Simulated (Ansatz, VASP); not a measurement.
One calculation of Nb, two programs

```xyz
1
Lattice="-1.6231 1.6231 1.6231 1.6231 -1.6231 1.6231 1.6231 1.6231 -1.6231" Properties=species:S:1:pos:R:3 pbc="T T T"
Nb    0.0000    0.0000    0.0000
```

Alike in both runs: task single point; functional LDA; k mesh 5 × 5 × 5; occupations fermi-dirac, width 0.1 eV; no spin polarisation.

```csv
,VASP,Ansatz
version,VASP 6.6.1,Ansatz 0.2.0
potentials or method,"VASP PAW LDA potentials, release 64 (Nb_sv), cutoff 520 eV","plane waves (420 eV) with PAW, scalar-relativistic"
valence electrons in the cell,13,13
```

```csv
,VASP,Ansatz,Ansatz less VASP
pressure (GPa),-0.7,-0.5,+0.16
```

Ansatz warns that its potentials were made for another functional, while VASP's fit it. LDA's correlation is that of Perdew and Zunger in VASP and of Perdew and Wang (1992) in Ansatz.

The k mesh is coarse, so the values compare programs but aren't converged.
